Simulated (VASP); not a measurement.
# AlN (P6_3mc) in VASP: notebook

The runs below take AlN through single point, with r2SCAN.

Program: VASP 6.6.1. These are calculated values, not measurements. Logs are shortened: lines on timing, memory, paths and dates and some standing lists are left out, and cuts for length are marked.

### 1 The cell of the first run

It takes space group P6_3mc (No. 186, hexagonal). The conventional cell has a = 3.111 Å, b = 3.111 Å, c = 4.729 Å, α = 90.00°, β = 90.00°, γ = 120.00°. Al (site symmetry 3m) has 4 N at 1.82 to 1.88 Å within 2.4 Å. N (site symmetry 3m) has 4 Al at 1.82 to 1.88 Å within 2.4 Å.

### 2 Single point, r2SCAN (strain +0.000 along x and y, -0.050 along z)

Input file POSCAR:

```
AlN
1.0
    3.1110021516      0.0000000000      0.0000000000
   -1.5555010758      2.6942068945      0.0000000000
    0.0000000000      0.0000000000      4.7291000000
Al N
2 2
Direct
    0.3333333333      0.6666666667      0.0000000000
    0.6666666667      0.3333333333      0.5000000000
    0.3333333333      0.6666666667      0.3850000000
    0.6666666667      0.3333333333      0.8850000000
```

Input file INCAR.step1:

```
SYSTEM = AlN
ALGO = Normal ; EDIFF = 1E-4
ENCUT = 520 ; GGA = PE
ISMEAR = 0 ; LASPH = .True.
LCHARG = .False. ; LREAL = .False.
LWAVE = .True. ; NBANDS = 16
NELM = 100 ; PREC = Accurate
SIGMA = 0.05
```

Input file INCAR.step2:

```
SYSTEM = AlN
ALGO = Normal ; EDIFF = 1E-7
ENCUT = 520 ; ISIF = 2
ISMEAR = 0 ; ISTART = 1
LASPH = .True. ; LCHARG = .False.
LMIXTAU = .True. ; LREAL = .False.
LWAVE = .False. ; METAGGA = R2SCAN
NBANDS = 16 ; NELM = 100
PREC = Accurate ; SIGMA = 0.05
```

Input file KPOINTS:

```
k-points
0
Gamma
  12 12 6
  0 0 0
```

Potentials or basis: VASP PAW PBE potentials, release 64 (Al, N).

Run with:

```sh
cat potpaw_PBE.64/Al/POTCAR potpaw_PBE.64/N/POTCAR > POTCAR
cp INCAR.step1 INCAR
mpirun -np 1 vasp_std > vasp.out
cp INCAR.step2 INCAR
mpirun -np 1 vasp_std > vasp.out
```

OUTCAR:

```text
SYSTEM = AlN
   EDIFF = 1E-7
   ENCUT = 520
   ISIF = 2
   ISMEAR = 0
   ISTART = 1
   LASPH = .True.
   LREAL = .False.
   METAGGA = R2SCAN
   NELM = 100
   PREC = Accurate

 ion  position               nearest neighbor table
   1  0.333  0.667  0.000-   3 1.82   4 1.88   4 1.88   4 1.88   2 2.97   2 2.97   2 2.97   2 2.97
                             2 2.97   2 2.97
   2  0.667  0.333  0.500-   4 1.82   3 1.88   3 1.88   3 1.88   1 2.97   1 2.97   1 2.97   1 2.97
                             1 2.97   1 2.97
   3  0.333  0.667  0.385-   1 1.82   2 1.88   2 1.88   2 1.88
   4  0.667  0.333  0.885-   2 1.82   1 1.88   1 1.88   1 1.88

  LATTYP: Found a hexagonal cell.
 ALAT       =     3.1110021516
 C/A-ratio  =     1.5201210959

  Lattice vectors:

 A1 = (   3.1110021516,   0.0000000000,   0.0000000000)
 A2 = (  -1.5555010758,   2.6942068945,   0.0000000000)
 A3 = (   0.0000000000,   0.0000000000,   4.7291000000)

Analysis of symmetry for initial positions (statically):
=====================================================================
 Subroutine PRICEL returns:
 Original cell was already a primitive cell.

 Routine SETGRP: Setting up the symmetry group for a
 hexagonal supercell.

 Subroutine GETGRP returns: Found 12 space group operations
 (whereof  6 operations were pure point group operations)
 out of a pool of 24 trial point group operations.

The static configuration has the point symmetry C_3v.
 The point group associated with its full space group is C_6v.

Analysis of symmetry for dynamics (positions and initial velocities):
=====================================================================
 Subroutine PRICEL returns:
 Original cell was already a primitive cell.

 Routine SETGRP: Setting up the symmetry group for a
 hexagonal supercell.

 Subroutine GETGRP returns: Found 12 space group operations
 (whereof  6 operations were pure point group operations)
 out of a pool of 24 trial point group operations.

The dynamic configuration has the point symmetry C_3v.
 The point group associated with its full space group is C_6v.

 Subroutine INISYM returns: Found 12 space group operations
 (whereof  6 operations are pure point group operations),
 and found     1 'primitive' translations

----------------------------------------------------------------------------------------

                                     Primitive cell

  volume of cell :      39.6378

  direct lattice vectors                    reciprocal lattice vectors
     3.111002152  0.000000000  0.000000000     0.321439829  0.185583372  0.000000000
    -1.555501076  2.694206895  0.000000000     0.000000000  0.371166744  0.000000000
     0.000000000  0.000000000  4.729100000     0.000000000  0.000000000  0.211456725

  length of vectors
     3.111002152  3.111002152  4.729100000     0.371166744  0.371166744  0.211456725

  position of ions in fractional coordinates (direct lattice)
     0.333333333  0.666666667  0.000000000
     0.666666667  0.333333333  0.500000000
     0.333333333  0.666666667  0.385000000
     0.666666667  0.333333333  0.885000000

  ion indices of the primitive-cell ions
   primitive index   ion index
                 1           1
                 2           2
                 3           3
                 4           4

----------------------------------------------------------------------------------------

 KPOINTS: k-points

Automatic generation of k-mesh.
 Grid dimensions read from file:
 generate k-points for:   12   12    6

 Generating k-lattice:

  Cartesian coordinates                     Fractional coordinates (reciprocal lattice)
     0.026786652  0.015465281  0.000000000     0.083333333  0.000000000  0.000000000
     0.000000000  0.030930562  0.000000000     0.000000000  0.083333333  0.000000000
     0.000000000  0.000000000  0.035242788     0.000000000  0.000000000  0.166666667

  Length of vectors
     0.030930562  0.030930562  0.035242788

  Shift w.r.t. Gamma in fractional coordinates (k-lattice)
     0.000000000  0.000000000  0.000000000

 Subroutine IBZKPT returns following result:
 ===========================================

 Found     76 irreducible k-points:

 Following reciprocal coordinates:
            Coordinates               Weight
  0.000000  0.000000  0.000000      1.000000
  0.083333  0.000000  0.000000      6.000000
  0.166667  0.000000  0.000000      6.000000
  0.250000  0.000000  0.000000      6.000000
  0.333333  0.000000  0.000000      6.000000
  0.416667  0.000000  0.000000      6.000000
[... 16 lines left out ...]
  0.250000  0.000000  0.166667     12.000000
  0.333333  0.000000  0.166667     12.000000
 [... further k-points ...]
   k-points           NKPTS =     76   k-points in BZ     NKDIM =     76   number of bands    NBANDS=     16
   number of dos      NEDOS =    301   number of ions     NIONS =      4
   total plane-waves  NPLWV =  20736
   dimension x,y,z NGX =    24 NGY =   24 NGZ =   36
   dimension x,y,z NGXF=    48 NGYF=   48 NGZF=   72
   ions per type =               2   2
   NGX,Y,Z   is equivalent  to a cutoff of  12.83, 12.83, 12.66 a.u.
   NGXF,Y,Z  is equivalent  to a cutoff of  25.65, 25.65, 25.31 a.u.
 SYSTEM =  AlN
   PREC   = accura    normal or accurate (medium, high low for compatibility)
   ISTART =      1    job   : 0-new  1-cont  2-samecut
   ICHARG =      0    charge: 1-file 2-atom 10-const
   ISPIN  =      1    spin polarized calculation?
   LNONCOLLINEAR =      F non collinear calculations
   LSORBIT =      F    spin-orbit coupling
   LASPH  =      T    aspherical Exc in radial PAW
   ENCUT  =  520.0 eV  38.22 Ry    6.18 a.u.   5.78  5.78  8.79*2*pi/ulx,y,z
   NELM   =    100;   NELMIN=  2; NELMDL=  0     # of ELM steps
   EDIFF  = 0.1E-06   stopping-criterion for ELM
   LREAL  =      F    real-space projection
   EDIFFG = 0.1E-05   stopping-criterion for IOM
   NSW    =      0    number of steps for IOM
   IBRION =     -1    ionic relax: 0-MD 1-quasi-New 2-CG
   NFREE  =      0    steps in history (QN), initial steepest desc. (CG)
   ISIF   =      2    stress and relaxation
   ISYM   =      2    0-nonsym 1-usesym 2-fastsym
   POTIM  = 0.5000    time-step for ionic-motion
   TEBEG  =    0.0;   TEEND  =   0.0 temperature during run
   PSTRESS=    0.0 pullay stress
   NELECT =      16.0000    total number of electrons
   NUPDOWN=      -1.0000    fix difference up-down
   EMIN   =  10.00;   EMAX   =-10.00  energy-range for DOS
   EFERMI =   0.00;   METHOD = LEGACY
   ISMEAR =     0;   SIGMA  =   0.05  broadening in eV -4-tet -1-fermi 0-gaus
   EFERMI_NEDOS =   21; number of points for ismear=-14 and -15
   IALGO  =     38    algorithm
   IMIX   =      4    mixing-type and parameters
     AMIX     =   0.40;   BMIX     =  1.00
     AMIX_MAG =   1.60;   BMIX_MAG =  1.00
  volume/ion in A,a.u.               =       9.91        66.87
  Fermi-wavevector in a.u.,A,eV,Ry     =   1.209887  2.286355 19.916578  1.463827
  Thomas-Fermi vector in A             =   2.345451
   LORBIT       =      0    0 simple, 1 ext, 2 COOP (PROOUT), +10 PAW based schemes
   METAGGA = R2SCAN    functional components
   LHFCALC =     F    Hartree Fock is set to
   AEXX    =    0.0000 exact exchange contribution
   IVDW    =     0    specifies the selected vdW correction
   LEPSILON=     F    determine dielectric tensor
   LRPA    =     F    only Hartree local field effects (RPA)
 non-spin polarized calculation
 Gauss-broadening in eV      SIGMA  =   0.05
  energy-cutoff  :      520.00
  volume of cell :       39.64
 maximum number of plane-waves:      1091
 NGX is ok and might be reduce to    24
   NGX = 11   NGY = 11   NGZ = 17

 number of electron      15.9999998 magnetization

 Free energy of the ion-electron system (eV)
  ---------------------------------------------------
  ext. energy  EPLUGINS =         0.00000000
  ---------------------------------------------------
  free energy    TOTEN  =       -38.31149587 eV

  energy without entropy =      -38.31149587  energy(sigma->0) =      -38.31149587

 E-fermi :   6.8336     XC(G=0): -11.6410

 val. band max:        6.6222067172   @ k =   0.0000   0.0000   0.0000
 cond. band min:      11.7710812049   @ k =   0.0000   0.0000   0.0000
 fundamental gap:      5.1488744877
 Fermi energy:         6.8336249649

 k-point     1 :       0.0000    0.0000    0.0000
  band No.  band energies     occupation
      1      -9.8969      2.00000
      2      -7.3764      2.00000
      3       0.2679      2.00000
      4       5.2443      2.00000
      5       5.2443      2.00000
      6       6.0833      2.00000
[... 8 lines left out ...]
     15      20.7343      0.00000
     16      21.8038      0.00000

 k-point     2 :       0.0833    0.0000    0.0000
  band No.  band energies     occupation
      1      -9.8065      2.00000
      2      -7.3329      2.00000
      3       0.3739      2.00000
      4       4.8449      2.00000
      5       5.1194      2.00000
      6       5.6979      2.00000
[... 8 lines left out ...]
     15      20.8012      0.00000
     16      20.9530      0.00000

 k-point     3 :       0.1667    0.0000    0.0000
  band No.  band energies     occupation
      1      -9.5432      2.00000
      2      -7.2173      2.00000
      3       0.6861      2.00000
      4       3.8605      2.00000
      5       4.8276      2.00000
      6       4.8558      2.00000
[... 8 lines left out ...]
     15      20.1539      0.00000
     16      20.3917      0.00000

 k-point     4 :       0.2500    0.0000    0.0000
  band No.  band energies     occupation
      1      -9.1331      2.00000
      2      -7.0743      2.00000
      3       1.1845      2.00000
      4       2.7010      2.00000
      5       3.9142      2.00000
      6       4.4955      2.00000
[... 8 lines left out ...]
     15      20.3411      0.00000
     16      20.5675      0.00000
[... 324 lines left out ...]
 k-point    22 :       0.1667    0.0000    0.1667
  band No.  band energies     occupation
      1      -9.4247      2.00000
      2      -7.4336      2.00000
      3       1.0037      2.00000
      4       3.9694      2.00000
      5       4.5997      2.00000
      6       4.8989      2.00000
[... 8 lines left out ...]
     15      20.3890      0.00000
     16      20.4121      0.00000

 k-point    23 :       0.2500    0.0000    0.1667
  band No.  band energies     occupation
      1      -9.0231      2.00000
      2      -7.2532      2.00000
      3       1.2900      2.00000
      4       2.9411      2.00000
      5       3.6920      2.00000
      6       4.5775      2.00000
[... 8 lines left out ...]
     15      20.4775      0.00000
     16      20.7661      0.00000

 k-point    24 :       0.3333    0.0000    0.1667
  band No.  band energies     occupation
      1      -8.5333      2.00000
      2      -7.1056      2.00000
      3       1.2094      2.00000
      4       2.3664      2.00000
      5       3.0283      2.00000
      6       4.2982      2.00000
[... 8 lines left out ...]
     15      20.6799      0.00000
     16      21.9297      0.00000

 [... further k-points ...]
[... 5 lines left out ...]
  --------------------------------------------------------------------------------------
  -------------------------------------------------------------------------------------
  Total        0.8502707      0.8502707      6.1979655      0.0000000      0.0000000      0.0000000
  in kB       34.3682984     34.3682984    250.5243732      0.0000000      0.0000000      0.0000000
  external PRESSURE =     106.4203234 kB  Pullay stress =       0.0000000 kB

 VOLUME and BASIS-vectors are now :
 -----------------------------------------------------------------------------
  energy-cutoff  :      520.00
  volume of cell :       39.64
      direct lattice vectors                 reciprocal lattice vectors
     3.111002152  0.000000000  0.000000000     0.321439829  0.185583372  0.000000000
    -1.555501076  2.694206895  0.000000000     0.000000000  0.371166744  0.000000000
     0.000000000  0.000000000  4.729100000     0.000000000  0.000000000  0.211456725

 POSITION                                       TOTAL-FORCE (eV/Angst)
 -----------------------------------------------------------------------------------
     -0.00000      1.79614      0.00000         0.000000      0.000000     -0.688050
      1.55550      0.89807      2.36455        -0.000000      0.000000     -0.688050
     -0.00000      1.79614      1.82070         0.000000      0.000000      0.688050
      1.55550      0.89807      4.18525         0.000000     -0.000000      0.688050
 -----------------------------------------------------------------------------------
    total drift:                               -0.000000     -0.000000     -0.020325

  FREE ENERGIE OF THE ION-ELECTRON SYSTEM (eV)
  ---------------------------------------------------
  free  energy   TOTEN  =       -38.3114958715 eV

  energy  without entropy=      -38.3114958715  energy(sigma->0) =      -38.31149587
```

Run time: 2.9 min. Hardware: 1 thread of Intel Xeon 8259CL, shared host; peak memory 0.18 GiB.

Results:

| Item | Value |
| --- | --- |
| Free energy | -38.3115 eV |
| Pressure | 10.6 GPa |
| Largest force | 0.688 eV/Å |
| Band gap on the k mesh | 5.15 eV |

Forces on the atoms (eV/Å):
```
Al   0.000  0.000 -0.688
Al   0.000  0.000 -0.688
N    0.000  0.000  0.688
N    0.000  0.000  0.688
```

Caveat: the cell differs from its parent crystal (strain +0.000 along x and y, -0.050 along z); the stress differs along the axes, from 3 to 25 GPa; the PAW data sets were made with another functional, which shifts forces and pressure a little.

### 3 Single point, r2SCAN (strain -0.025 along x and y, +0.000 along z)

Input file POSCAR:

```
AlN
1.0
    3.0332270978      0.0000000000      0.0000000000
   -1.5166135489      2.6268517221      0.0000000000
    0.0000000000      0.0000000000      4.9780000000
Al N
2 2
Direct
    0.3333333333      0.6666666667      0.0000000000
    0.6666666667      0.3333333333      0.5000000000
    0.3333333333      0.6666666667      0.3850000000
    0.6666666667      0.3333333333      0.8850000000
```

Input file INCAR.step1:

```
SYSTEM = AlN
PREC = Accurate ; ENCUT = 520
ISMEAR = 0 ; SIGMA = 0.05
LREAL = .False. ; LASPH = .True.
NELM = 100 ; NBANDS = 16
GGA = PE ; ALGO = Normal
EDIFF = 1E-4 ; LWAVE = .True.
LCHARG = .False.
```

Input file INCAR.step2:

```
SYSTEM = AlN
PREC = Accurate ; ENCUT = 520
EDIFF = 1E-6 ; ISMEAR = 0
SIGMA = 0.05 ; LREAL = .False.
LASPH = .True. ; NELM = 100
ALGO = Normal ; ISIF = 2
LWAVE = .False. ; LCHARG = .False.
METAGGA = R2SCAN ; LMIXTAU = .True.
NBANDS = 16 ; ISTART = 1
```

Input file KPOINTS:

```
Automatic mesh
0
Gamma
  12 12 6
  0 0 0
```

Potentials or basis: VASP PAW PBE potentials, release 64 (Al, N).

Run with:

```sh
cat potpaw_PBE.64/Al/POTCAR potpaw_PBE.64/N/POTCAR > POTCAR
cp INCAR.step1 INCAR
mpirun -np 1 vasp_std > vasp.out
cp INCAR.step2 INCAR
mpirun -np 1 vasp_std > vasp.out
```

Wall time 2.8 min (1 thread of Intel Xeon 8259CL, shared host); peak memory 0.19 GiB.

The run converged. Its results:

```yaml
Free_energy: -38.3535 eV
Pressure: 11.4 GPa
Largest_force: 0.526 eV/Å
Band_gap_on_the_k_mesh: 5.38 eV
```

Forces on the atoms (eV/Å):
```
Al   0.000  0.000  0.526
Al   0.000  0.000  0.526
N    0.000  0.000 -0.526
N    0.000  0.000 -0.526
```

Stress tensor (GPa, compression positive):
```
16.29  0.00  0.00
 0.00 16.29  0.00
 0.00  0.00  1.52
```

Levels at points of the mesh, in eV from the valence-band top:
```csv
k point,band 4,band 5,band 6,band 7,band 8,band 9,band 10,band 11,band 12,band 13
"(0.00, 0.00, 0.00)",-0.80,-0.80,-0.19,-0.19,0.00,5.38,8.29,12.00,12.69,12.69
"(0.50, 0.00, 0.00)",-4.40,-3.43,-2.08,-1.77,-0.72,6.47,6.93,9.52,11.57,12.16
"(0.00, 0.00, 0.50)",-3.50,-0.50,-0.50,-0.50,-0.50,7.87,7.87,11.68,11.68,13.00
"(0.50, 0.00, 0.50)",-5.81,-1.47,-1.47,-1.44,-1.44,6.15,6.15,10.44,10.44,13.47
```

Caveat: the cell differs from its parent crystal (strain -0.025 along x and y, +0.000 along z); the stress differs along the axes, from 2 to 16 GPa; the PAW data sets were made with another functional, which shifts forces and pressure a little.

(Continued in part 2 of 2.)
